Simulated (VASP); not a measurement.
**ZnS: single point with PBEsol**

The system is ZnS.

```
Zn S
1.0
     3.55535    0.00000    0.00000
    -1.77767    3.07902    0.00000
     0.00000    0.00000    5.90344
Zn S
2 2
Direct
  0.33333 0.66667 0.00230
  0.66667 0.33333 0.50230
  0.33333 0.66667 0.37270
  0.66667 0.33333 0.87270
```

- Program: VASP 6.6.1
- Task: single point
- Functional: PBEsol
- Potentials or basis: VASP PAW PBE potentials, release 64 (Zn, S)
- Cutoff: 520 eV
- k mesh: 12 × 12 × 6
- Occupations: gaussian, width 0.02 eV
- Spin: no spin polarisation
- Dipole correction: no
- Further INCAR settings: ALGO = Normal; EDIFF = 1e-06; NBANDS = 26

```yaml
Pressure: 20.4 GPa
Band_gap_on_the_k_mesh: 2.93 eV
```

Levels at points of the mesh, in eV from the valence-band top:
```tsv
k point	band 14	band 15	band 16	band 17	band 18	band 19	band 20	band 21	band 22	band 23
(0.00, 0.00, 0.00)	-1.22	-1.22	-0.20	0.00	0.00	2.93	3.40	6.04	6.04	6.12
(0.50, 0.00, 0.00)	-5.04	-4.40	-3.05	-2.46	-1.21	3.28	4.51	4.69	6.55	7.96
(0.00, 0.00, 0.50)	-3.53	-0.65	-0.65	-0.65	-0.65	3.98	3.98	6.55	6.55	6.55
(0.50, 0.00, 0.50)	-5.93	-2.29	-2.29	-2.21	-2.21	3.27	3.27	4.88	4.88	8.89
```

Run time: 2.2 min on 1 thread of Intel(R) Xeon(R) Platinum 8259CL CPU @ 2.50GHz (Skylake/Cascade Lake), on a shared host, peak memory 0.25 GiB.

Caveat: the cell stands under pressure; the PAW data sets were made with another functional, which shifts forces and pressure a little. A k mesh can miss the band edges.
